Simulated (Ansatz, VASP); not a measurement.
## One calculation of GaN, two programs

```
Ga N
1.0
     0.00000    2.25350    2.25350
     2.25350    0.00000    2.25350
     2.25350    2.25350    0.00000
Ga N
1 1
Direct
  0.00000 0.00000 0.00000
  0.75000 0.75000 0.75000
```

Alike in both runs: task relaxation of cell and atoms; functional r2SCAN; k mesh 10 × 10 × 10; occupations gaussian, width 0.02 eV; no spin polarisation.

|  | VASP | Ansatz |
| --- | --- | --- |
| version | VASP 6.6.1 | Ansatz 0.2.0 |
| potentials or method | VASP PAW PBE potentials, release 64 (Ga_d, N), cutoff 600 eV | scalar-relativistic, plane waves, PAW |
| valence electrons in the cell | 18 | 18 |

Ansatz gave:

* gap on the k mesh at the Fermi level, each at its own relaxed structure (eV): 2.17
* relaxed volume (Å³/atom): 11.37
* relaxed cell length with the largest relative difference (Å): 3.180

Task: Estimate VASP's values.

Result: gap on the k mesh at the Fermi level, each at its own relaxed structure (eV): 2.12; relaxed volume (Å³/atom): 11.44; relaxed cell length with the largest relative difference (Å): 3.187.

VASP's potentials were made for PBE, not for r2SCAN.

Noted on VASP's run: the relaxation stopped at its first step, so nothing moved.
